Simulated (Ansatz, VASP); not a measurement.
## One calculation of I, two programs

Contents of INCAR:

```
SYSTEM = I
PREC     = Accurate       ! precision mode
ENCUT    = 520            ! plane-wave cutoff, eV
EDIFF    = 1E-6           ! SCF threshold, eV
ISMEAR   = 0              ! smearing method
SIGMA    = 0.2            ! smearing width, eV
LREAL    = .FALSE.        ! projectors in reciprocal space
LASPH    = .TRUE.         ! aspherical terms in the spheres
NELM     = 80             ! most SCF steps
ALGO     = Normal         ! electronic algorithm
ISIF     = 2              ! what is computed and relaxed
LWAVE    = .FALSE.        ! write WAVECAR
LCHARG   = .FALSE.        ! write CHGCAR
NBANDS   = 22             ! bands
```

The input KPOINTS:

```
regular mesh
0
G
  9 9 4
  0 0 0
```

Contents of POSCAR:

```
I
1.0
    3.5886574692     -2.1413150360      0.0000000000
    3.5886574692      2.1413150360      0.0000000000
    0.0000000000      0.0000000000      9.6272130010
I
4
Direct
    0.8254264989      0.1745735011      0.1231842597
    0.6745735011      0.3254264989      0.6231842597
    0.1745735011      0.8254264989      0.8768157403
    0.3254264989      0.6745735011      0.3768157403
```

Input for Ansatz:

```yaml
crystal:
  lattice:
    - [3.5886574692, -2.141315036, 0.0]
    - [3.5886574692, 2.141315036, 0.0]
    - [0.0, 0.0, 9.627213001]
  atoms:
    - { symbol: I, position: [0.8254264989, 0.1745735011, 0.1231842597] }
    - { symbol: I, position: [0.6745735011, 0.3254264989, 0.6231842597] }
    - { symbol: I, position: [0.1745735011, 0.8254264989, 0.8768157403] }
    - { symbol: I, position: [0.3254264989, 0.6745735011, 0.3768157403] }
hamiltonian:
  xc: lda
  pseudopotentials:
    kind: paw
    azcp:
      I: "pseudopotentials/I.paw.azcp"
basis:
  ecutwfc: 420
  fft_grid_basis: typed
kpoints:
  mp_grid: { grid: [9, 9, 4], shift: [0, 0, 0] }
magnetization:
  spin_polarized: false
scf:
  occupations: { method: gaussian, width: 0.2 }
  lower_state_search: "off"
output:
  stress: true
  write_density: true
  write_potential: true
  elf: true
  volumetric_format: npy
```

Alike in both runs: task single point; functional LDA; k mesh 9 × 9 × 4; occupations gaussian, width 0.2 eV; no spin polarisation.

|  | VASP | Ansatz |
| --- | --- | --- |
| version | VASP 6.6.1 | Ansatz 0.2.0 |
| potentials or method | VASP PAW LDA potentials, release 64 (I), cutoff 520 eV | plane waves (420 eV) with PAW, scalar-relativistic |
| valence electrons in the cell | 28 | 68 |

```tsv
	VASP	Ansatz	Ansatz less VASP
pressure (GPa)	0.0	0.0	0.00
traceless stress, the component that is largest in VASP (GPa)	-0.11	-0.12	-0.009
```

Ansatz warns that its potentials were made for another functional, while VASP's fit it. LDA's correlation is that of Perdew and Zunger in VASP and of Perdew and Wang (1992) in Ansatz. VASP's potentials hold 28 valence electrons a cell and Ansatz's 68, so a difference there can come from the potentials and not from the codes.

Spin-orbit coupling is off throughout.
